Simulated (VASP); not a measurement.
Set up this calculation in VASP 6.6.1, as the native input.

| Quantity | Value |
| --- | --- |
| Task | single point |
| Functional | LDA |
| Potentials or basis | VASP PAW LDA potentials, release 64 (Ti_sv, O) |
| Cutoff | 600 eV |
| k mesh | 6 × 6 × 4 |
| Occupations | gaussian, width 0.02 eV |
| Spin | no spin polarisation |
| Dipole correction | no |
| Further INCAR settings | ALGO = Normal; EDIFF = 1e-06; NBANDS = 33 |

The structure of TiO2 lies in POSCAR:

```
TiO2
1.0
    2.7060340000     -2.7066550000      0.0000000000
    2.7060340000      2.7066550000      0.0000000000
   -2.6335310000      0.0000000000      4.7966370000
Ti O
2 4
Direct
    0.1341100000      0.8658900000      0.2500000000
    0.8658900000      0.1341100000      0.7500000000
    0.3312210000      0.0887550000      0.6671490000
    0.6687790000      0.9112450000      0.3328510000
    0.9112450000      0.6687790000      0.8328510000
    0.0887550000      0.3312210000      0.1671490000
```

The input as run:

INCAR

```
SYSTEM = TiO2
  ALGO = Normal
  EDIFF = 1E-6
  ENCUT = 600
  GGA = CA
  GGA_COMPAT = .False.
  ISIF = 2
  ISMEAR = 0
  LASPH = .True.
  LCHARG = .False.
  LREAL = .False.
  LWAVE = .False.
  NBANDS = 33
  NELM = 120
  PREC = Accurate
  SIGMA = 0.02
```

KPOINTS

```
k-points
0
Gamma
  6 6 4
  0 0 0
```

Potentials or basis: VASP PAW LDA potentials, release 64 (Ti_sv, O).

Command:

```bash
$ cat potpaw_LDA.64/Ti_sv/POTCAR potpaw_LDA.64/O/POTCAR > POTCAR
$ mpirun -np 1 vasp_std > vasp.out
```

Results of the run:

```
Pressure               : -12.2 GPa
Largest force          : 0.315 eV/Å
Band gap on the k mesh : 1.95 eV (least direct gap 2.28 eV)
```

Caveat: the cell stands under tension.

Wall time 77 s on 1 thread of Intel(R) Xeon(R) 6975P-C (Granite Rapids) (shared host), peak memory 0.24 GiB.
